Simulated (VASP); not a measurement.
HfO2: single point with PBEsol

Crystal: HfO2.

```
CELL_PARAMETERS angstrom
4.81353 0.00000 0.00000
0.00000 4.81353 0.00000
0.00000 0.00000 3.20541
ATOMIC_POSITIONS crystal
Hf 0.00000 0.00000 0.00000
Hf 0.50000 0.50000 0.50000
O 0.19495 0.80505 0.50000
O 0.30505 0.30505 0.00000
O 0.69495 0.69495 0.00000
O 0.80505 0.19495 0.50000
```

* Program: VASP 6.6.1
* Task: single point
* Functional: PBEsol
* Potentials or basis: VASP PAW PBE potentials, release 64 (Hf_pv, O)
* Cutoff: 520 eV
* k mesh: 4 × 4 × 6
* Occupations: gaussian, width 0.01 eV
* Spin: no spin polarisation

```yaml
Pressure: -0.9 GPa
Largest_force: 0.031 eV/Å
Band_gap_on_the_k_mesh: 3.87 eV, direct
```

Forces in eV/Å, atoms in the order of the input:
```
Hf   0.000  0.000  0.000
Hf   0.000  0.000  0.000
O   -0.022  0.022  0.000
O    0.022  0.022  0.000
O   -0.022 -0.022  0.000
O    0.022 -0.022  0.000
```

Stress tensor (GPa, compression positive):
```
-0.64  0.00  0.00
 0.00 -0.64  0.00
 0.00  0.00 -1.38
```

Levels at points of the mesh, in eV from the valence-band top:
```tsv
k point	band 19	band 20	band 21	band 22	band 23	band 24	band 25	band 26
(0.00, 0.00, 0.00)	-0.75	-0.50	-0.50	0.00	3.87	4.04	5.17	5.53
(0.50, 0.00, 0.00)	-1.48	-1.48	-0.68	-0.68	4.56	4.56	6.17	6.17
(0.50, 0.50, 0.00)	-1.15	-1.15	-0.84	-0.84	4.13	4.13	5.59	5.59
(0.00, 0.00, 0.50)	-2.07	-2.07	-0.97	-0.97	5.56	5.56	6.04	6.04
(0.50, 0.00, 0.50)	-1.79	-1.79	-0.94	-0.94	4.09	4.09	6.29	6.29
(0.50, 0.50, 0.50)	-1.12	-1.12	-0.51	-0.51	5.06	5.06	5.81	5.81
```

Run time: 30 s on 1 thread of Intel(R) Xeon(R) Platinum 8559C (Emerald Rapids) (shared host), peak memory 0.2 GiB.

Caveat: the PAW data sets were made with another functional, which shifts forces and pressure a little; spin-orbit coupling is left out, which moves the levels of the heavy elements. PBEsol gaps usually lie below the measured ones, often by a third to a half.
